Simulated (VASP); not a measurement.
A run of VASP 6.6.1:

POSCAR

```
NiO
1.0
    0.0000000000      2.1985801194      2.1985801194
    2.1985801194      0.0000000000      2.1985801194
    2.1985801194      2.1985801194      0.0000000000
Ni O
1 1
Direct
    0.0000000000      0.0000000000      0.0000000000
    0.2500000000      0.2500000000      0.2500000000
```

INCAR.step1

```
SYSTEM = NiO
PREC = Accurate
ENCUT = 520
EDIFF = 1E-5
ISMEAR = -1
SIGMA = 0.05
LREAL = .FALSE.
LASPH = .TRUE.
NELM = 150
ALGO = Normal
ISIF = 2
LWAVE = .TRUE.
LCHARG = .FALSE.
ISPIN = 2
MAGMOM = 1 0
LORBIT = 11
LMAXMIX = 4
GGA = PE
NBANDS = 19
```

Contents of INCAR.step2:

```
SYSTEM = NiO
PREC = Accurate
ENCUT = 520
EDIFF = 1E-7
ISMEAR = -1
SIGMA = 0.05
LREAL = .FALSE.
LASPH = .TRUE.
NELM = 150
ALGO = Normal
ISIF = 2
LWAVE = .FALSE.
LCHARG = .FALSE.
ISPIN = 2
MAGMOM = 1 0
LORBIT = 11
LMAXMIX = 4
GGA = PS
LHFCALC = .TRUE.
AEXX = 0.25
HFSCREEN = 0.207
PRECFOCK = Normal
ISTART = 1
NBANDS = 19
```

Contents of KPOINTS:

```
regular mesh
0
G
  5 5 5
  0 0 0
```

Potentials or basis: VASP PAW PBE potentials, release 64 (Ni, O).

Run with:

```sh
$ cat potpaw_PBE.64/Ni/POTCAR potpaw_PBE.64/O/POTCAR > POTCAR
$ cp INCAR.step1 INCAR
$ mpirun -np 1 vasp_std > vasp.out
$ cp INCAR.step2 INCAR
$ mpirun -np 1 vasp_std > vasp.out
```

Hardware: 1 thread of AMD EPYC 7R43 64-Core Processor (Zen 3) (shared host).

**Question.** How long does it take, and how much memory?

**Answer.** Wall time 44 min on 1 thread of AMD EPYC 7R43 64-Core Processor (Zen 3), with other jobs on the host, peak memory 0.22 GiB. Counts: k points 10.
